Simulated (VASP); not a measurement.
# Mo (Im-3m) in VASP: notebook

Runs on Mo. Level: PBEsol. Tasks: single point.

All numbers are computed with VASP 6.6.1; they aren't measurements. Logs are shortened: lines on timing, memory, paths and dates and some standing lists are left out, and cuts for length are marked.

## Step 1: The cell of the first run

The structure is cubic, space group Im-3m (No. 229). The conventional cell has a = 3.003 Å, b = 3.003 Å, c = 3.003 Å, α = 90.00°, β = 90.00°, γ = 90.00°. Mo (site symmetry m-3m) has 14 Mo at 2.60 to 3.00 Å within 3.4 Å.

## Step 2: Single point, PBEsol

INCAR

```
SYSTEM = Mo
PREC     = Accurate       ! precision mode
ENCUT    = 500            ! plane-wave cutoff, eV
EDIFF    = 1E-6           ! SCF threshold, eV
ISMEAR   = 0              ! smearing method
SIGMA    = 0.1            ! smearing width, eV
LREAL    = .FALSE.        ! projectors in reciprocal space
LASPH    = .TRUE.         ! aspherical terms in the spheres
NELM     = 120            ! most SCF steps
ALGO     = Normal         ! electronic algorithm
ISIF     = 2              ! what is computed and relaxed
LWAVE    = .FALSE.        ! write WAVECAR
LCHARG   = .FALSE.        ! write CHGCAR
GGA      = PS             ! functional
NBANDS   = 13             ! bands
GGA_COMPAT= .FALSE.
```

KPOINTS

```
Automatic mesh
0
G
  18 18 18
  0 0 0
```

POSCAR

```
Mo
1.0
   -1.5017102449      1.5017102449      1.5017102449
    1.5017102449     -1.5017102449      1.5017102449
    1.5017102449      1.5017102449     -1.5017102449
Mo
1
Direct
    0.0000000000      0.0000000000      0.0000000000
```

Potentials or basis: VASP PAW PBE potentials, release 64 (Mo_sv).

Launch:

```
> cat potpaw_PBE.64/Mo_sv/POTCAR > POTCAR
> mpirun -np 1 vasp_std > vasp.out
```

OUTCAR:

```text
SYSTEM = Mo
   PREC = Accurate
   ENCUT = 500
   EDIFF = 1E-6
   ISMEAR = 0
   LREAL = .FALSE.
   LASPH = .TRUE.
   NELM = 120
   ISIF = 2
   GGA = PS

 ion  position               nearest neighbor table
   1  0.000  0.000  0.000-

  LATTYP: Found a body centered cubic cell.
 ALAT       =     3.0034204898

  Lattice vectors:

 A1 = (  -1.5017102449,   1.5017102449,   1.5017102449)
 A2 = (   1.5017102449,  -1.5017102449,   1.5017102449)
 A3 = (   1.5017102449,   1.5017102449,  -1.5017102449)

Analysis of symmetry for initial positions (statically):
=====================================================================
 Subroutine PRICEL returns:
 Original cell was already a primitive cell.

 Routine SETGRP: Setting up the symmetry group for a
 body centered cubic supercell.

 Subroutine GETGRP returns: Found 48 space group operations
 (whereof 48 operations were pure point group operations)
 out of a pool of 48 trial point group operations.

The static configuration has the point symmetry O_h .

Analysis of symmetry for dynamics (positions and initial velocities):
=====================================================================
 Subroutine PRICEL returns:
 Original cell was already a primitive cell.

 Routine SETGRP: Setting up the symmetry group for a
 body centered cubic supercell.

 Subroutine GETGRP returns: Found 48 space group operations
 (whereof 48 operations were pure point group operations)
 out of a pool of 48 trial point group operations.

The dynamic configuration has the point symmetry O_h .

 Subroutine INISYM returns: Found 48 space group operations
 (whereof 48 operations are pure point group operations),
 and found     1 'primitive' translations

----------------------------------------------------------------------------------------

                                     Primitive cell

  volume of cell :      13.5462

  direct lattice vectors                    reciprocal lattice vectors
    -1.501710245  1.501710245  1.501710245     0.000000000  0.332953712  0.332953712
     1.501710245 -1.501710245  1.501710245     0.332953712  0.000000000  0.332953712
     1.501710245  1.501710245 -1.501710245     0.332953712  0.332953712  0.000000000

  length of vectors
     2.601038442  2.601038442  2.601038442     0.470867655  0.470867655  0.470867655

  position of ions in fractional coordinates (direct lattice)
     0.000000000  0.000000000  0.000000000

  ion indices of the primitive-cell ions
   primitive index   ion index
                 1           1

----------------------------------------------------------------------------------------

 KPOINTS: Automatic mesh

Automatic generation of k-mesh.
 Grid dimensions read from file:
 generate k-points for:   18   18   18

 Generating k-lattice:

  Cartesian coordinates                     Fractional coordinates (reciprocal lattice)
     0.000000000  0.018497428  0.018497428     0.055555556  0.000000000  0.000000000
     0.018497428  0.000000000  0.018497428     0.000000000  0.055555556  0.000000000
     0.018497428  0.018497428  0.000000000     0.000000000  0.000000000  0.055555556

  Length of vectors
     0.026159314  0.026159314  0.026159314

  Shift w.r.t. Gamma in fractional coordinates (k-lattice)
     0.000000000  0.000000000  0.000000000

 Subroutine IBZKPT returns following result:
 ===========================================

 Found    195 irreducible k-points:

 Following reciprocal coordinates:
            Coordinates               Weight
  0.000000  0.000000  0.000000      1.000000
  0.055556  0.000000  0.000000     12.000000
  0.111111  0.000000  0.000000     12.000000
  0.166667  0.000000  0.000000     12.000000
  0.222222  0.000000  0.000000     12.000000
  0.277778  0.000000  0.000000     12.000000
[... 16 lines left out ...]
  0.333333  0.111111 -0.000000     48.000000
  0.388889  0.111111  0.000000     48.000000
 [... further k-points ...]
   k-points           NKPTS =    195   k-points in BZ     NKDIM =    195   number of bands    NBANDS=     13
   number of dos      NEDOS =    301   number of ions     NIONS =      1
   total plane-waves  NPLWV =   8000
   dimension x,y,z NGX =    20 NGY =   20 NGZ =   20
   dimension x,y,z NGXF=    40 NGYF=   40 NGZF=   40
   ions per type =               1
   NGX,Y,Z   is equivalent  to a cutoff of  12.78, 12.78, 12.78 a.u.
   NGXF,Y,Z  is equivalent  to a cutoff of  25.57, 25.57, 25.57 a.u.
 SYSTEM =  Mo
   PREC   = accura    normal or accurate (medium, high low for compatibility)
   ISTART =      0    job   : 0-new  1-cont  2-samecut
   ICHARG =      2    charge: 1-file 2-atom 10-const
   ISPIN  =      1    spin polarized calculation?
   LNONCOLLINEAR =      F non collinear calculations
   LSORBIT =      F    spin-orbit coupling
   LASPH  =      T    aspherical Exc in radial PAW
   ENCUT  =  500.0 eV  36.75 Ry    6.06 a.u.   4.74  4.74  4.74*2*pi/ulx,y,z
   NELM   =    120;   NELMIN=  2; NELMDL= -5     # of ELM steps
   EDIFF  = 0.1E-05   stopping-criterion for ELM
   LREAL  =      F    real-space projection
   EDIFFG = 0.1E-04   stopping-criterion for IOM
   NSW    =      0    number of steps for IOM
   IBRION =     -1    ionic relax: 0-MD 1-quasi-New 2-CG
   NFREE  =      0    steps in history (QN), initial steepest desc. (CG)
   ISIF   =      2    stress and relaxation
   ISYM   =      2    0-nonsym 1-usesym 2-fastsym
   POTIM  = 0.5000    time-step for ionic-motion
   TEBEG  =    0.0;   TEEND  =   0.0 temperature during run
   PSTRESS=    0.0 pullay stress
   NELECT =      14.0000    total number of electrons
   NUPDOWN=      -1.0000    fix difference up-down
   EMIN   =  10.00;   EMAX   =-10.00  energy-range for DOS
   EFERMI =   0.00;   METHOD = LEGACY
   ISMEAR =     0;   SIGMA  =   0.10  broadening in eV -4-tet -1-fermi 0-gaus
   EFERMI_NEDOS =   21; number of points for ismear=-14 and -15
   IALGO  =     38    algorithm
   IMIX   =      4    mixing-type and parameters
     AMIX     =   0.40;   BMIX     =  1.00
     AMIX_MAG =   1.60;   BMIX_MAG =  1.00
  volume/ion in A,a.u.               =      13.55        91.41
  Fermi-wavevector in a.u.,A,eV,Ry     =   1.655178  3.127833 37.274714  2.739614
  Thomas-Fermi vector in A             =   2.743319
   LORBIT       =      0    0 simple, 1 ext, 2 COOP (PROOUT), +10 PAW based schemes
   GGA     = PS    functional components
   LHFCALC =     F    Hartree Fock is set to
   AEXX    =    0.0000 exact exchange contribution
   IVDW    =     0    specifies the selected vdW correction
   LEPSILON=     F    determine dielectric tensor
   LRPA    =     F    only Hartree local field effects (RPA)
 non-spin polarized calculation
 Gauss-broadening in eV      SIGMA  =   0.10
  energy-cutoff  :      500.00
  volume of cell :       13.55
 maximum number of plane-waves:       370
   NGX =  9   NGY =  9   NGZ =  9

 number of electron      14.0000003 magnetization

 Free energy of the ion-electron system (eV)
  ---------------------------------------------------
  ext. energy  EPLUGINS =         0.00000000
  ---------------------------------------------------
  free energy    TOTEN  =       -11.54436442 eV

  energy without entropy =      -11.54200971  energy(sigma->0) =      -11.54318707

 E-fermi :  14.9542     XC(G=0): -14.3561

 val. band max:       14.9321150784   @ k =   0.3333   0.0556   0.0556
 cond. band min:      14.9808121998   @ k =  -0.3333   0.3889   0.2778
 fundamental gap:      0.0486971214
 Fermi energy:        14.9542150930

 k-point     1 :       0.0000    0.0000    0.0000
  band No.  band energies     occupation
      1     -46.3708      2.00000
      2     -19.2346      2.00000
      3     -19.2346      2.00000
      4     -19.2346      2.00000
      5       7.2219      2.00000
      6      13.2242      2.00000
      7      13.2242      2.00000
      8      13.2242      2.00000
      9      16.8099      0.00000
     10      16.8099      0.00000
     11      29.8789      0.00000
     12      29.8789      0.00000
     13      29.8789      0.00000

 k-point     2 :       0.0556    0.0000    0.0000
  band No.  band energies     occupation
      1     -46.3573      2.00000
      2     -19.3070      2.00000
      3     -19.2562      2.00000
      4     -19.2354      2.00000
      5       7.3847      2.00000
      6      13.1262      2.00000
      7      13.2080      2.00000
      8      13.3804      2.00000
      9      16.6540      0.00000
     10      16.8099      0.00000
     11      30.0151      0.00000
     12      30.1537      0.00000
     13      30.2630      0.00000

 k-point     3 :       0.1111    0.0000    0.0000
  band No.  band energies     occupation
      1     -46.3179      2.00000
      2     -19.5126      2.00000
      3     -19.3180      2.00000
      4     -19.2377      2.00000
      5       7.8419      2.00000
      6      12.8559      2.00000
      7      13.1396      2.00000
      8      13.8427      2.00000
      9      16.3222      0.00000
     10      16.8179      0.00000
     11      30.3595      0.00000
     12      30.9531      0.00000
     13      31.2469      0.00000
[... 305 lines left out ...]
 k-point    23 :       0.3333    0.1111   -0.0000
  band No.  band energies     occupation
      1     -45.9413      2.00000
      2     -21.1378      2.00000
      3     -19.9128      2.00000
      4     -19.3532      2.00000
      5       9.3504      2.00000
      6      11.1016      2.00000
      7      14.4606      2.00000
      8      16.6254      0.00000
      9      17.8907      0.00000
     10      20.4394      0.00000
     11      28.5626      0.00000
     12      30.1111      0.00000
     13      34.9701      0.00000

 k-point    24 :       0.3889    0.1111    0.0000
  band No.  band energies     occupation
      1     -45.9016      2.00000
      2     -21.2882      2.00000
      3     -19.9831      2.00000
      4     -19.3573      2.00000
      5       9.1408      2.00000
      6      10.9526      2.00000
      7      15.1738      0.00190
      8      16.7781      0.00000
      9      18.2408      0.00000
     10      21.4957      0.00000
     11      28.0220      0.00000
     12      29.0211      0.00000
     13      33.9036      0.00000

 [... further k-points ...]

------------------------ aborting loop because EDIFF is reached ----------------------------------------

  FORCE on cell =-STRESS in cart. coord.  units (eV):
  Direction    XX          YY          ZZ          XY          YZ          ZX
  --------------------------------------------------------------------------------------
  -------------------------------------------------------------------------------------
  Total        3.8905347      3.8905347      3.8905347      0.0000000      0.0000000     -0.0000000
  in kB      460.1521464    460.1521464    460.1521464      0.0000000      0.0000000     -0.0000000
  external PRESSURE =     460.1521464 kB  Pullay stress =       0.0000000 kB

 VOLUME and BASIS-vectors are now :
 -----------------------------------------------------------------------------
  energy-cutoff  :      500.00
  volume of cell :       13.55
      direct lattice vectors                 reciprocal lattice vectors
    -1.501710245  1.501710245  1.501710245     0.000000000  0.332953712  0.332953712
     1.501710245 -1.501710245  1.501710245     0.332953712  0.000000000  0.332953712
     1.501710245  1.501710245 -1.501710245     0.332953712  0.332953712  0.000000000

 POSITION                                       TOTAL-FORCE (eV/Angst)
 -----------------------------------------------------------------------------------
      0.00000      0.00000      0.00000        -0.000000      0.000000     -0.000000
 -----------------------------------------------------------------------------------
    total drift:                                0.000000     -0.000000      0.000000

  FREE ENERGIE OF THE ION-ELECTRON SYSTEM (eV)
  ---------------------------------------------------
  free  energy   TOTEN  =       -11.5443644213 eV

  energy  without entropy=      -11.5420097106  energy(sigma->0) =      -11.54318707
```

It took 11 s on 1 thread of Intel Xeon 6975P-C (Granite Rapids), shared host; peak memory 0.14 GiB.

Results:

* Free energy: -11.5444 eV
* Pressure: 46.0 GPa
* Band gap on the k mesh: zero (band 7 reaches 19.80 eV, above the bottom of band 8 at 13.22 eV)

Levels at points of the mesh, in eV from the Fermi level:
```tsv
k point	band 5	band 6	band 7	band 8	band 9	band 10
(0.00, 0.00, 0.00)	-7.73	-1.73	-1.73	-1.73	1.86	1.86
(0.50, 0.00, 0.00)	-6.32	-4.22	2.00	2.24	2.75	5.83
(0.50, 0.50, 0.50)	-6.73	-6.73	4.84	4.84	4.84	10.19
```

Caveat: the PAW data sets were made with another functional, which shifts forces and pressure a little.

## Step 3: Single point, PBEsol

INCAR

```
  PREC = Accurate
  ENCUT = 500
  EDIFF = 1E-6
  ISMEAR = 0
  SIGMA = 0.1
  LREAL = False
  LASPH = True
  NELM = 120
  ALGO = Normal
  ISIF = 2
  LWAVE = False
  LCHARG = False
  GGA = PS
  NBANDS = 13
  GGA_COMPAT = False
```

KPOINTS

```
regular mesh
0
Gamma
  20 20 20
```

POSCAR

```
Mo
1.0
   -1.5011227007      1.5011227007      1.5011227007
    1.5011227007     -1.5011227007      1.5011227007
    1.5011227007      1.5011227007     -1.5011227007
Mo
1
Direct
    0.0000000000      0.0000000000      0.0000000000
```

Potentials or basis: VASP PAW PBE potentials, release 64 (Mo_sv).

Launch:

```
> cat potpaw_PBE.64/Mo_sv/POTCAR > POTCAR
> mpirun -np 1 vasp_std > vasp.out
```

Run time: 15 s. Hardware: 1 thread of Intel Xeon 6975P-C (Granite Rapids), shared host; peak memory 0.15 GiB.

The run converged. Its results:

```
Free energy            : -11.5435 eV
Pressure               : 46.0 GPa
Band gap on the k mesh : zero (band 7 reaches 19.84 eV, above the bottom of band 8 at 13.25 eV)
```

Levels at points of the mesh, in eV from the Fermi level:
| k point | band 4 | band 5 | band 6 | band 7 | band 8 | band 9 | band 10 | band 11 |
| --- | --- | --- | --- | --- | --- | --- | --- | --- |
| (0.00, 0.00, 0.00) | -34.18 | -7.74 | -1.73 | -1.73 | -1.73 | 1.86 | 1.86 | 14.92 |
| (0.50, 0.00, 0.00) | -34.21 | -6.34 | -4.22 | 2.00 | 2.24 | 2.76 | 5.84 | 12.14 |
| (0.50, 0.50, 0.50) | -35.66 | -6.74 | -6.74 | 4.85 | 4.85 | 4.85 | 10.20 | 10.20 |

Caveat: the PAW data sets were made with another functional, which shifts forces and pressure a little.
